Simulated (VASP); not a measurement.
# ScAl3 (Fm-3m) in VASP: relaxation of cell and atoms with PBE

Aim: the relaxation of cell and atoms of ScAl3 with PBE.

Everything below comes from runs of VASP 6.6.1. Logs are shortened: lines on timing, memory, paths and dates and some standing lists are left out, and cuts for length are marked.

## (1) The cell of the first run

It takes space group Fm-3m (No. 225, cubic). Conventional cell: a = 6.600 Å, b = 6.600 Å, c = 6.600 Å, α = 90.00°, β = 90.00°, γ = 90.00°. Sc (site symmetry m-3m) has 14 Al at 2.86 to 3.30 Å within 3.8 Å. Within 3.8 Å of Al (site symmetry m-3m) lie 8 Al at 2.86 Å and 6 Sc at 3.30 Å. Al (site symmetry -43m) has 4 Sc at 2.86 Å and 10 Al at 2.86 to 3.30 Å within 3.8 Å.

The cell was generated, and may not be a known phase.

## (2) Relaxation of cell and atoms, PBE

INCAR

```
SYSTEM = ScAl3
PREC = Accurate ; ENCUT = 600
EDIFF = 1E-7 ; ISMEAR = 0
SIGMA = 0.1 ; LREAL = .FALSE.
LASPH = .TRUE. ; NELM = 60
ALGO = Normal ; ISIF = 3
LWAVE = .FALSE. ; LCHARG = .FALSE.
GGA = PE ; IBRION = 2
NSW = 100 ; EDIFFG = -0.01
```

KPOINTS

```
Automatic mesh
0
G
  12 12 12
  0 0 0
```

POSCAR

```
ScAl3
1.0
    0.0000000000      3.3000981641      3.3000981641
    3.3000981641      0.0000000000      3.3000981641
    3.3000981641      3.3000981641      0.0000000000
Sc Al
1 3
Direct
    0.0000000000      0.0000000000      0.0000000000
    0.5000000000      0.5000000000      0.5000000000
    0.2500000000      0.2500000000      0.2500000000
    0.7500000000      0.7500000000      0.7500000000
```

Potentials or basis: VASP PAW PBE potentials, release 64 (Sc_sv, Al).

Started as:

```console
$ cat potpaw_PBE.64/Sc_sv/POTCAR potpaw_PBE.64/Al/POTCAR > POTCAR
$ mpirun -np 1 vasp_std > vasp.out
```

OUTCAR:

```text
SYSTEM = ScAl3
   PREC = Accurate
   ENCUT = 600
   EDIFF = 1E-7
   ISMEAR = 0
   LREAL = .FALSE.
   LASPH = .TRUE.
   NELM = 60
   ISIF = 3
   GGA = PE
   IBRION = 2
   NSW = 100
   EDIFFG = -0.01

 ion  position               nearest neighbor table
   1  0.000  0.000  0.000-   3 2.86   4 2.86   4 2.86   4 2.86   4 2.86   3 2.86   3 2.86   3 2.86
                             2 3.30   2 3.30   2 3.30   2 3.30   2 3.30   2 3.30
   2  0.500  0.500  0.500-   3 2.86   4 2.86   3 2.86   3 2.86   3 2.86   4 2.86   4 2.86   4 2.86
                             1 3.30   1 3.30   1 3.30   1 3.30   1 3.30   1 3.30
   3  0.250  0.250  0.250-   1 2.86   2 2.86   1 2.86   1 2.86   1 2.86   2 2.86   2 2.86   2 2.86
                             4 3.30   4 3.30   4 3.30   4 3.30   4 3.30   4 3.30
   4  0.750  0.750  0.750-   1 2.86   2 2.86   2 2.86   2 2.86   2 2.86   1 2.86   1 2.86   1 2.86
                             3 3.30   3 3.30   3 3.30   3 3.30   3 3.30   3 3.30

  LATTYP: Found a face centered cubic cell.
 ALAT       =     6.6001963282

  Lattice vectors:

 A1 = (   0.0000000000,   3.3000981641,   3.3000981641)
 A2 = (   3.3000981641,   0.0000000000,   3.3000981641)
 A3 = (   3.3000981641,   3.3000981641,   0.0000000000)

Analysis of symmetry for initial positions (statically):
=====================================================================
 Subroutine PRICEL returns:
 Original cell was already a primitive cell.

 Routine SETGRP: Setting up the symmetry group for a
 face centered cubic supercell.

 Subroutine GETGRP returns: Found 48 space group operations
 (whereof 48 operations were pure point group operations)
 out of a pool of 48 trial point group operations.

The static configuration has the point symmetry O_h .

Analysis of symmetry for dynamics (positions and initial velocities):
=====================================================================
 Subroutine PRICEL returns:
 Original cell was already a primitive cell.

 Routine SETGRP: Setting up the symmetry group for a
 face centered cubic supercell.

 Subroutine GETGRP returns: Found 48 space group operations
 (whereof 48 operations were pure point group operations)
 out of a pool of 48 trial point group operations.

The dynamic configuration has the point symmetry O_h .

 Subroutine INISYM returns: Found 48 space group operations
 (whereof 48 operations are pure point group operations),
 and found     1 'primitive' translations

----------------------------------------------------------------------------------------
[... 167 lines left out ...]

 POSITION                                       TOTAL-FORCE (eV/Angst)
 -----------------------------------------------------------------------------------
      0.00000      0.00000      0.00000        -0.000000      0.000000      0.000000
      3.30010      3.30010      3.30010        -0.000000      0.000000      0.000000
      1.65005      1.65005      1.65005        -0.000000     -0.000000      0.000000
      4.95015      4.95015      4.95015         0.000000      0.000000     -0.000000
 -----------------------------------------------------------------------------------
    total drift:                               -0.000000      0.000000     -0.000000

  FREE ENERGIE OF THE ION-ELECTRON SYSTEM (eV)
  ---------------------------------------------------
  free  energy   TOTEN  =       -17.8712695657 eV

  energy  without entropy=      -17.8596703466  energy(sigma->0) =      -17.86546996

--------------------------------------- Ionic step        2  -------------------------------------------

 number of electron      19.9999999 magnetization

 Free energy of the ion-electron system (eV)
  ---------------------------------------------------
  ext. energy  EPLUGINS =         0.00000000
  ---------------------------------------------------
  free energy    TOTEN  =       -17.87135785 eV

  energy without entropy =      -17.85964092  energy(sigma->0) =      -17.86549938

 E-fermi :   6.9966     XC(G=0): -10.2205

 val. band max:        6.9956181133   @ k =   0.4167   0.2500   0.0833
 cond. band min:       6.9969388035   @ k =  -0.4167   0.2500   0.0000
 fundamental gap:      0.0013206903
 Fermi energy:         6.9965932184

 k-point     1 :       0.0000    0.0000    0.0000
  band No.  band energies     occupation
      1     -42.6128      2.00000
      2     -21.2961      2.00000
      3     -21.2961      2.00000
      4     -21.2961      2.00000
      5      -2.9113      2.00000
      6       4.8308      2.00000
      7       4.8308      2.00000
      8       4.8308      2.00000
      9       6.7295      1.99984
     10       6.9532      1.46096
     11       6.9532      1.46096
     12       6.9532      1.46096
     13       7.1893      0.00643
     14       7.1893      0.00643
[... 377 lines left out ...]
      1     -42.6122      2.00000
      2     -21.3083      2.00000
      3     -21.3005      2.00000
      4     -21.2986      2.00000
      5      -0.5327      2.00000
      6       0.2426      2.00000
      7       2.9765      2.00000
      8       4.3068      2.00000
      9       5.4993      2.00000
     10       6.7068      1.99996
     11       7.2531      0.00029
     12       7.7438      0.00000
     13       8.1507      0.00000
     14       8.1707      0.00000

 [... further k-points ...]
[... 5 lines left out ...]
  --------------------------------------------------------------------------------------
  -------------------------------------------------------------------------------------
  Total       -0.0062350     -0.0062350     -0.0062350     -0.0000000     -0.0000000      0.0000000
  in kB       -0.1386128     -0.1386128     -0.1386128     -0.0000000     -0.0000000      0.0000000
  external PRESSURE =      -0.1386128 kB  Pullay stress =       0.0000000 kB

 VOLUME and BASIS-vectors are now :
 -----------------------------------------------------------------------------
  energy-cutoff  :      600.00
  volume of cell :       72.07
      direct lattice vectors                 reciprocal lattice vectors
     0.000000000  3.302972440  3.302972440    -0.151378799  0.151378799  0.151378799
     3.302972440  0.000000000  3.302972440     0.151378799 -0.151378799  0.151378799
     3.302972440  3.302972440 -0.000000000     0.151378799  0.151378799 -0.151378799

 POSITION                                       TOTAL-FORCE (eV/Angst)
 -----------------------------------------------------------------------------------
      6.60594      3.30297      3.30297         0.000000      0.000000      0.000000
      3.30297      3.30297      3.30297         0.000000      0.000000      0.000000
      1.65149      1.65149      1.65149         0.000000      0.000000      0.000000
      4.95446      4.95446      4.95446        -0.000000     -0.000000     -0.000000
 -----------------------------------------------------------------------------------
    total drift:                               -0.000000      0.000000      0.000000

  FREE ENERGIE OF THE ION-ELECTRON SYSTEM (eV)
  ---------------------------------------------------
  free  energy   TOTEN  =       -17.8713578460 eV

  energy  without entropy=      -17.8596409211  energy(sigma->0) =      -17.86549938

 reached required accuracy - stopping structural energy minimisation
```

CONTCAR:

```text
ScAl3
   1.00000000000000
     0.0000000000000000    3.3029724397018323    3.3029724397018323
     3.3029724397018323    0.0000000000000000    3.3029724397018323
     3.3029724397018323    3.3029724397018323   -0.0000000000000000
  Sc              Al
     1     3
Direct
     0.0000000000000000    1.0000000000000000    1.0000000000000000
     0.5000000000000000    0.5000000000000000    0.5000000000000000
     0.2500000000000000    0.2500000000000000    0.2500000000000000
     0.7500000000000000    0.7500000000000000    0.7500000000000000

  0.00000000E+00  0.00000000E+00  0.00000000E+00
  0.00000000E+00  0.00000000E+00  0.00000000E+00
  0.00000000E+00  0.00000000E+00  0.00000000E+00
  0.00000000E+00  0.00000000E+00  0.00000000E+00
```

Run time: 78 s. Hardware: 1 thread of Intel Xeon 6975P-C (Granite Rapids), shared host; peak memory 0.3 GiB.

What came out:

```yaml
Free_energy: -17.8714 eV
Relaxed_volume: 18.02 Å³/atom
Relaxed_cell: a = 4.671 Å, b = 4.671 Å, c = 4.671 Å, α = 60.00°, β = 60.00°, γ = 60.00°
Space_group_after_relaxing_to_0.1_Å: Fm-3m (No. 225)
Energy_gained_by_relaxing: 0.0 meV/atom
Ionic_steps: 2
Pressure_after_relaxing: 0.0 GPa
Band_gap_on_the_k_mesh: zero (bands 10 and 11 overlap by 1.14 eV)
```

Final structure:
```
CELL_PARAMETERS angstrom
0.00000 3.30297 3.30297
3.30297 0.00000 3.30297
3.30297 3.30297 0.00000
ATOMIC_POSITIONS crystal
Sc 0.00000 0.00000 0.00000
Al 0.50000 0.50000 0.50000
Al 0.25000 0.25000 0.25000
Al 0.75000 0.75000 0.75000
```
